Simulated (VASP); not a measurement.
Input of a VASP 6.6.1 run:

POSCAR

```
NaI
1.0
    0.0000000000      3.1932247394      3.2297205820
    3.1932247394      0.0000000000      3.2297205820
    3.1932247394      3.1932247394      0.0000000000
Na I
1 1
Direct
    0.0000000000      0.0000000000      0.0000000000
    0.5000000000      0.5000000000      0.5000000000
```

Contents of INCAR.step1:

```
PREC = Accurate
ENCUT = 520
ISMEAR = 0
SIGMA = 0.01
LREAL = False
LASPH = True
NELM = 80
NBANDS = 14
GGA = PE
ALGO = Normal
EDIFF = 1E-4
LWAVE = True
LCHARG = False
```

Contents of INCAR.step2:

```
PREC = Accurate
ENCUT = 520
EDIFF = 1E-6
ISMEAR = 0
SIGMA = 0.01
LREAL = False
LASPH = True
NELM = 80
ALGO = Normal
ISIF = 2
LWAVE = False
LCHARG = False
METAGGA = R2SCAN
LMIXTAU = True
NBANDS = 14
ISTART = 1
```

The input KPOINTS:

```
regular mesh
0
Gamma
  8 8 8
```

Potentials or basis: VASP PAW PBE potentials, release 64 (Na_pv, I).

Run with:

```sh
$ cat potpaw_PBE.64/Na_pv/POTCAR potpaw_PBE.64/I/POTCAR > POTCAR
$ cp INCAR.step1 INCAR
$ mpirun -np 1 vasp_std > vasp.out
$ cp INCAR.step2 INCAR
$ mpirun -np 1 vasp_std > vasp.out
```

(1) Predict the pressure.

(2) Predict the band gap on the k mesh.

Answers

(1) 0.3 GPa.

(2) 4.52 eV.

Caveat: the cell differs from its parent crystal (biaxial xy strain -1.1%); the PAW data sets were made with another functional, which shifts forces and pressure a little; spin-orbit coupling is left out, which moves the levels of the heavy elements.
